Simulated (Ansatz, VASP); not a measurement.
Two plane-wave programs on Mo

POSCAR

```
Mo
1.0
   -1.5764210372      1.5764210372      1.5764210372
    1.5764210372     -1.5764210372      1.5764210372
    1.5764210372      1.5764210372     -1.5764210372
Mo
1
Direct
    0.0000000000      0.0000000000      0.0000000000
```

Contents of INCAR.step1:

```
  PREC = Accurate
  ENCUT = 520
  ISMEAR = 0
  SIGMA = 0.1
  LREAL = False
  LASPH = True
  NELM = 80
  NBANDS = 13
  GGA = PE
  ALGO = Normal
  EDIFF = 1E-4
  LWAVE = True
  LCHARG = False
```

The input INCAR.step2:

```
  PREC = Accurate
  ENCUT = 520
  EDIFF = 1E-6
  ISMEAR = 0
  SIGMA = 0.1
  LREAL = False
  LASPH = True
  NELM = 80
  ALGO = Normal
  ISIF = 2
  LWAVE = False
  LCHARG = True
  METAGGA = R2SCAN
  LMIXTAU = True
  LELF = True
  LVHAR = True
  NBANDS = 13
  ISTART = 1
```

KPOINTS

```
regular mesh
0
Gamma
  14 14 14
```

Input for Ansatz:

```yaml
crystal:
  lattice:
    - [-1.5764210372, 1.5764210372, 1.5764210372]
    - [1.5764210372, -1.5764210372, 1.5764210372]
    - [1.5764210372, 1.5764210372, -1.5764210372]
  atoms:
    - { symbol: Mo, position: [0.0, 0.0, 0.0] }
hamiltonian:
  xc: r2scan
  pseudopotentials:
    kind: paw
    azcp:
      Mo: "pseudopotentials/Mo.paw.azcp"
basis:
  ecutwfc: 500
  fft_grid_basis: typed
kpoints:
  mp_grid: { grid: [14, 14, 14], shift: [0, 0, 0] }
magnetization:
  spin_polarized: false
scf:
  occupations: { method: gaussian, width: 0.1 }
  lower_state_search: "off"
output:
  stress: true
```

Alike in both runs: task single point; functional r2SCAN; k mesh 14 × 14 × 14; occupations gaussian, width 0.1 eV; no spin polarisation.

|  | VASP | Ansatz |
| --- | --- | --- |
| version | VASP 6.6.1 | Ansatz 0.2.0 |
| potentials or method | VASP PAW PBE potentials, release 64 (Mo_sv), cutoff 520 eV | plane waves (500 eV) with PAW, scalar-relativistic |
| valence electrons in the cell | 14 | 14 |

|  | VASP | Ansatz | Ansatz less VASP |
| --- | --- | --- | --- |
| pressure (GPa) | 1.3 | 0.1 | -1.15 |

VASP's potentials were made for PBE, not for r2SCAN.
